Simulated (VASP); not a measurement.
Write the native input for VASP 6.6.1 that does the following.

- Task: single point
- Functional: PBE
- Potentials or basis: VASP PAW PBE potentials, release 64 (Bi_d)
- Cutoff: 520 eV
- k mesh: 13 × 13 × 13
- Occupations: fermi-dirac, width 0.08 eV
- Spin: no spin polarisation
- Dipole correction: no
- Further INCAR settings: ALGO = Normal; EDIFF = 1e-07; NBANDS = 14

The structure of Bi lies in POSCAR:

```
Bi
1.0
    2.4716054361      0.0000000000      0.0000000000
    0.0000000000      2.4716054361      0.0000000000
    0.0000000000      0.0000000000      2.4716054361
Bi
1
Direct
    0.0000000000      0.0000000000      0.0000000000
```

This cell differs from its parent crystal: volume scaled by 0.43.

These files were run (other wordings do the same):

INCAR

```
ALGO = Normal
EDIFF = 1E-7
ENCUT = 520
GGA = PE
ISIF = 2
ISMEAR = -1
LASPH = True
LCHARG = True
LELF = True
LREAL = False
LVHAR = True
LWAVE = False
NBANDS = 14
NELM = 60
PREC = Accurate
SIGMA = 0.08
```

KPOINTS

```
k-points
0
Gamma
  13 13 13
```

Potentials or basis: VASP PAW PBE potentials, release 64 (Bi_d).

Run with:

```sh
$ cat potpaw_PBE.64/Bi_d/POTCAR > POTCAR
$ mpirun -np 1 vasp_std > vasp.out
```

Results of the run:

- Pressure: 281.0 GPa

Run time: 6.7 s on 1 thread of AMD EPYC 9R45 96-Core Processor (Zen 5), with other jobs on the host, peak memory 0.1 GiB.
